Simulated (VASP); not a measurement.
# BeTe (F-43m) in VASP: notebook

The runs below take BeTe through single point, relaxation of cell and atoms, with r2SCAN.

Program: VASP 6.6.1. These are calculated values, not measurements. Logs are shortened: lines on timing, memory, paths and dates and some standing lists are left out, and cuts for length are marked.

**1. The cell of the first run**

It takes space group F-43m (No. 216, cubic). The conventional cell has a = 5.657 Å, b = 5.657 Å, c = 5.657 Å, α = 90.00°, β = 90.00°, γ = 90.00°. Within 3.2 Å of Be (site symmetry -43m) lie 4 Te at 2.45 Å. Te (site symmetry -43m) has 4 Be at 2.45 Å within 3.2 Å.

**2. Single point, r2SCAN**

Contents of POSCAR:

```
BeTe
1.0
    0.0000000000      2.8284401600      2.8284401600
    2.8284401600      0.0000000000      2.8284401600
    2.8284401600      2.8284401600      0.0000000000
Be Te
1 1
Direct
    0.0000000000      0.0000000000      0.0000000000
    0.2500000000      0.2500000000      0.2500000000
```

Contents of INCAR.step1:

```
SYSTEM = BeTe
  PREC = Accurate
  ENCUT = 520
  ISMEAR = -1
  SIGMA = 0.02
  LREAL = .False.
  LASPH = .True.
  NELM = 100
  NBANDS = 11
  GGA = PE
  ALGO = Normal
  EDIFF = 1E-4
  LWAVE = .True.
  LCHARG = .False.
```

Contents of INCAR.step2:

```
SYSTEM = BeTe
  PREC = Accurate
  ENCUT = 520
  EDIFF = 1E-6
  ISMEAR = -1
  SIGMA = 0.02
  LREAL = .False.
  LASPH = .True.
  NELM = 100
  ALGO = Normal
  ISIF = 2
  LWAVE = .False.
  LCHARG = .True.
  METAGGA = R2SCAN
  LMIXTAU = .True.
  LELF = .True.
  LVHAR = .True.
  NBANDS = 11
  ISTART = 1
```

Contents of KPOINTS:

```
Automatic mesh
0
Gamma
  8 8 8
  0 0 0
```

Potentials or basis: VASP PAW PBE potentials, release 64 (Be, Te).

Launch:

```console
> cat potpaw_PBE.64/Be/POTCAR potpaw_PBE.64/Te/POTCAR > POTCAR
> cp INCAR.step1 INCAR
> mpirun -np 1 vasp_std > vasp.out
> cp INCAR.step2 INCAR
> mpirun -np 1 vasp_std > vasp.out
```

OUTCAR:

```text
SYSTEM = BeTe
   PREC = Accurate
   ENCUT = 520
   EDIFF = 1E-6
   ISMEAR = -1
   LREAL = .False.
   LASPH = .True.
   NELM = 100
   ISIF = 2
   METAGGA = R2SCAN
   ISTART = 1

 ion  position               nearest neighbor table
   1  0.000  0.000  0.000-   2 2.45   2 2.45   2 2.45   2 2.45
   2  0.250  0.250  0.250-   1 2.45   1 2.45   1 2.45   1 2.45

  LATTYP: Found a face centered cubic cell.
 ALAT       =     5.6568803200

  Lattice vectors:

 A1 = (   0.0000000000,   2.8284401600,   2.8284401600)
 A2 = (   2.8284401600,   0.0000000000,   2.8284401600)
 A3 = (   2.8284401600,   2.8284401600,   0.0000000000)

Analysis of symmetry for initial positions (statically):
=====================================================================
 Subroutine PRICEL returns:
 Original cell was already a primitive cell.

 Routine SETGRP: Setting up the symmetry group for a
 face centered cubic supercell.

 Subroutine GETGRP returns: Found 24 space group operations
 (whereof 24 operations were pure point group operations)
 out of a pool of 48 trial point group operations.

The static configuration has the point symmetry T_d .

Analysis of symmetry for dynamics (positions and initial velocities):
=====================================================================
 Subroutine PRICEL returns:
 Original cell was already a primitive cell.

 Routine SETGRP: Setting up the symmetry group for a
 face centered cubic supercell.

 Subroutine GETGRP returns: Found 24 space group operations
 (whereof 24 operations were pure point group operations)
 out of a pool of 48 trial point group operations.

The dynamic configuration has the point symmetry T_d .

 Subroutine INISYM returns: Found 24 space group operations
 (whereof 24 operations are pure point group operations),
 and found     1 'primitive' translations

----------------------------------------------------------------------------------------

                                     Primitive cell

  volume of cell :      45.2555

  direct lattice vectors                    reciprocal lattice vectors
     0.000000000  2.828440160  2.828440160    -0.176775881  0.176775881  0.176775881
     2.828440160  0.000000000  2.828440160     0.176775881 -0.176775881  0.176775881
     2.828440160  2.828440160  0.000000000     0.176775881  0.176775881 -0.176775881

  length of vectors
     4.000018435  4.000018435  4.000018435     0.306184807  0.306184807  0.306184807

  position of ions in fractional coordinates (direct lattice)
     0.000000000  0.000000000  0.000000000
     0.250000000  0.250000000  0.250000000

  ion indices of the primitive-cell ions
   primitive index   ion index
                 1           1
                 2           2

----------------------------------------------------------------------------------------

 KPOINTS: Automatic mesh

Automatic generation of k-mesh.
 Grid dimensions read from file:
 generate k-points for:    8    8    8

 Generating k-lattice:

  Cartesian coordinates                     Fractional coordinates (reciprocal lattice)
    -0.022096985  0.022096985  0.022096985     0.125000000  0.000000000  0.000000000
     0.022096985 -0.022096985  0.022096985     0.000000000  0.125000000  0.000000000
     0.022096985  0.022096985 -0.022096985     0.000000000  0.000000000  0.125000000

  Length of vectors
     0.038273101  0.038273101  0.038273101

  Shift w.r.t. Gamma in fractional coordinates (k-lattice)
     0.000000000  0.000000000  0.000000000

 Subroutine IBZKPT returns following result:
 ===========================================

 Found     29 irreducible k-points:

 Following reciprocal coordinates:
            Coordinates               Weight
  0.000000  0.000000  0.000000      1.000000
  0.125000  0.000000  0.000000      8.000000
  0.250000  0.000000  0.000000      8.000000
  0.375000  0.000000  0.000000      8.000000
  0.500000  0.000000  0.000000      4.000000
  0.125000  0.125000  0.000000      6.000000
[... 16 lines left out ...]
  0.500000  0.250000  0.125000     48.000000
 -0.375000  0.250000  0.125000     24.000000
 [... further k-points ...]
   k-points           NKPTS =     29   k-points in BZ     NKDIM =     29   number of bands    NBANDS=     11
   number of dos      NEDOS =    301   number of ions     NIONS =      2
   total plane-waves  NPLWV =  27000
   dimension x,y,z NGX =    30 NGY =   30 NGZ =   30
   dimension x,y,z NGXF=    60 NGYF=   60 NGZF=   60
   ions per type =               1   1
   NGX,Y,Z   is equivalent  to a cutoff of  12.47, 12.47, 12.47 a.u.
   NGXF,Y,Z  is equivalent  to a cutoff of  24.94, 24.94, 24.94 a.u.
 SYSTEM =  BeTe
   PREC   = accura    normal or accurate (medium, high low for compatibility)
   ISTART =      1    job   : 0-new  1-cont  2-samecut
   ICHARG =      0    charge: 1-file 2-atom 10-const
   ISPIN  =      1    spin polarized calculation?
   LNONCOLLINEAR =      F non collinear calculations
   LSORBIT =      F    spin-orbit coupling
   LASPH  =      T    aspherical Exc in radial PAW
   ENCUT  =  520.0 eV  38.22 Ry    6.18 a.u.   7.44  7.44  7.44*2*pi/ulx,y,z
   NELM   =    100;   NELMIN=  2; NELMDL=  0     # of ELM steps
   EDIFF  = 0.1E-05   stopping-criterion for ELM
   LREAL  =      F    real-space projection
   EDIFFG = 0.1E-04   stopping-criterion for IOM
   NSW    =      0    number of steps for IOM
   IBRION =     -1    ionic relax: 0-MD 1-quasi-New 2-CG
   NFREE  =      0    steps in history (QN), initial steepest desc. (CG)
   ISIF   =      2    stress and relaxation
   ISYM   =      2    0-nonsym 1-usesym 2-fastsym
   POTIM  = 0.5000    time-step for ionic-motion
   TEBEG  =    0.0;   TEEND  =   0.0 temperature during run
   PSTRESS=    0.0 pullay stress
   NELECT =       8.0000    total number of electrons
   NUPDOWN=      -1.0000    fix difference up-down
   EMIN   =  10.00;   EMAX   =-10.00  energy-range for DOS
   EFERMI =   0.00;   METHOD = LEGACY
   ISMEAR =    -1;   SIGMA  =   0.02  broadening in eV -4-tet -1-fermi 0-gaus
   EFERMI_NEDOS =   21; number of points for ismear=-14 and -15
   IALGO  =     38    algorithm
   IMIX   =      4    mixing-type and parameters
     AMIX     =   0.40;   BMIX     =  1.00
     AMIX_MAG =   1.60;   BMIX_MAG =  1.00
  volume/ion in A,a.u.               =      22.63       152.70
  Fermi-wavevector in a.u.,A,eV,Ry     =   0.918786  1.736254 11.485606  0.844168
  Thomas-Fermi vector in A             =   2.043907
   LORBIT       =      0    0 simple, 1 ext, 2 COOP (PROOUT), +10 PAW based schemes
   METAGGA = R2SCAN    functional components
   LHFCALC =     F    Hartree Fock is set to
   AEXX    =    0.0000 exact exchange contribution
   IVDW    =     0    specifies the selected vdW correction
   LEPSILON=     F    determine dielectric tensor
   LRPA    =     F    only Hartree local field effects (RPA)
 non-spin polarized calculation
  energy-cutoff  :      520.00
  volume of cell :       45.26
 maximum number of plane-waves:      1243
 NGX is ok and might be reduce to    30
   NGX = 15   NGY = 15   NGZ = 15

 number of electron       8.0000000 magnetization

 Free energy of the ion-electron system (eV)
  ---------------------------------------------------
  ext. energy  EPLUGINS =         0.00000000
  ---------------------------------------------------
  free energy    TOTEN  =       -30.68490826 eV

  energy without entropy =      -30.68490826  energy(sigma->0) =      -30.68490826

 E-fermi :   5.2138     XC(G=0):  -9.4237

 val. band max:        4.7885473290   @ k =   0.0000   0.0000   0.0000
 cond. band min:       7.1569880542   @ k =   0.5000   0.5000   0.0000
 fundamental gap:      2.3684407253
 Fermi energy:         5.2137857983

 k-point     1 :       0.0000    0.0000    0.0000
  band No.  band energies     occupation
      1      -7.9082      2.00000
      2       4.7885      2.00000
      3       4.7885      2.00000
      4       4.7885      2.00000
      5       8.8187      0.00000
      6       8.8187      0.00000
      7       8.8187      0.00000
      8       9.1962      0.00000
      9      13.8041      0.00000
     10      15.5092      0.00000
     11      15.5092      0.00000

 k-point     2 :       0.1250    0.0000    0.0000
  band No.  band energies     occupation
      1      -7.7537      2.00000
      2       3.4782      2.00000
      3       4.5546      2.00000
      4       4.5546      2.00000
      5       8.7998      0.00000
      6       9.1695      0.00000
      7       9.1695      0.00000
      8      10.4283      0.00000
      9      14.2652      0.00000
     10      14.6301      0.00000
     11      14.6301      0.00000

 k-point     3 :       0.2500    0.0000    0.0000
  band No.  band energies     occupation
      1      -7.3273      2.00000
      2       1.4187      2.00000
      3       4.1106      2.00000
      4       4.1106      2.00000
      5       8.5618      0.00000
      6       9.7150      0.00000
      7       9.7150      0.00000
      8      12.4346      0.00000
      9      14.3626      0.00000
     10      14.3626      0.00000
     11      14.5691      0.00000

 k-point     4 :       0.3750    0.0000    0.0000
  band No.  band energies     occupation
      1      -6.7841      2.00000
      2      -0.2251      2.00000
      3       3.7645      2.00000
      4       3.7645      2.00000
      5       8.3719      0.00000
      6       9.8470      0.00000
      7       9.8470      0.00000
      8      13.3075      0.00000
      9      15.2821      0.00000
     10      15.4775      0.00000
     11      15.4775      0.00000

 k-point     5 :       0.5000    0.0000    0.0000
  band No.  band energies     occupation
      1      -6.5000      2.00000
      2      -0.8883      2.00000
      3       3.6396      2.00000
      4       3.6396      2.00000
      5       8.3043      0.00000
      6       9.8120      0.00000
      7       9.8120      0.00000
      8      13.2630      0.00000
      9      16.4998      0.00000
     10      17.0208      0.00000
     11      17.0208      0.00000
[... 211 lines left out ...]
 k-point    21 :       0.5000    0.5000    0.0000
  band No.  band energies     occupation
      1      -5.9781      2.00000
      2      -0.4806      2.00000
      3       2.0934      2.00000
      4       2.0934      2.00000
      5       7.1570      0.00000
      6       7.7972      0.00000
      7      15.2746      0.00000
      8      15.2746      0.00000
      9      17.2319      0.00000
     10      18.6566      0.00000
     11      18.9402      0.00000

 k-point    22 :       0.3750    0.2500    0.1250
  band No.  band energies     occupation
      1      -6.9740      2.00000
      2       1.1513      2.00000
      3       2.5106      2.00000
      4       3.5519      2.00000
      5       8.8086      0.00000
      6      10.1201      0.00000
      7      10.6513      0.00000
      8      11.5953      0.00000
      9      14.4550      0.00000
     10      16.1645      0.00000
     11      16.6099      0.00000

 k-point    23 :       0.5000    0.2500    0.1250
  band No.  band energies     occupation
      1      -6.4905      2.00000
      2       0.0545      2.00000
      3       1.9579      2.00000
      4       3.0881      2.00000
      5       9.2735      0.00000
      6       9.9243      0.00000
      7      11.2264      0.00000
      8      12.2457      0.00000
      9      15.3453      0.00000
     10      15.7607      0.00000
     11      17.8176      0.00000

 k-point    24 :      -0.3750    0.2500    0.1250
  band No.  band energies     occupation
      1      -6.2462      2.00000
      2      -0.4612      2.00000
      3       1.8443      2.00000
      4       2.8605      2.00000
      5       9.4767      0.00000
      6       9.5754      0.00000
      7      12.0217      0.00000
      8      13.1754      0.00000
      9      13.8264      0.00000
     10      17.0707      0.00000
     11      17.4376      0.00000

 [... further k-points ...]
[... 5 lines left out ...]
  --------------------------------------------------------------------------------------
  -------------------------------------------------------------------------------------
  Total        0.0495706      0.0495706      0.0495706      0.0000000      0.0000000     -0.0000000
  in kB        1.7549449      1.7549449      1.7549449      0.0000000      0.0000000     -0.0000000
  external PRESSURE =       1.7549449 kB  Pullay stress =       0.0000000 kB

 VOLUME and BASIS-vectors are now :
 -----------------------------------------------------------------------------
  energy-cutoff  :      520.00
  volume of cell :       45.26
      direct lattice vectors                 reciprocal lattice vectors
     0.000000000  2.828440160  2.828440160    -0.176775881  0.176775881  0.176775881
     2.828440160  0.000000000  2.828440160     0.176775881 -0.176775881  0.176775881
     2.828440160  2.828440160  0.000000000     0.176775881  0.176775881 -0.176775881

 POSITION                                       TOTAL-FORCE (eV/Angst)
 -----------------------------------------------------------------------------------
      0.00000      0.00000      0.00000        -0.000000      0.000000      0.000000
      1.41422      1.41422      1.41422         0.000000     -0.000000     -0.000000
 -----------------------------------------------------------------------------------
    total drift:                                0.000000      0.000000      0.000000

  FREE ENERGIE OF THE ION-ELECTRON SYSTEM (eV)
  ---------------------------------------------------
  free  energy   TOTEN  =       -30.6849082640 eV

  energy  without entropy=      -30.6849082640  energy(sigma->0) =      -30.68490826
```

It took 51 s on 1 thread of Intel Xeon Platinum 8259CL at 2.50GHz (Skylake/Cascade Lake), shared host; peak memory 0.18 GiB.

Results:

| Item | Value |
| --- | --- |
| Free energy | -30.6849 eV |
| Pressure | 0.2 GPa |
| Band gap on the k mesh | 2.37 eV, indirect (least direct gap 4.03 eV) |

Caveat: the PAW data sets were made with another functional, which shifts forces and pressure a little; spin-orbit coupling is left out, which moves the levels of the heavy elements. r2SCAN opens gaps a little over a GGA but as a rule still falls short of measured ones.

(Continued in part 2 of 2.)
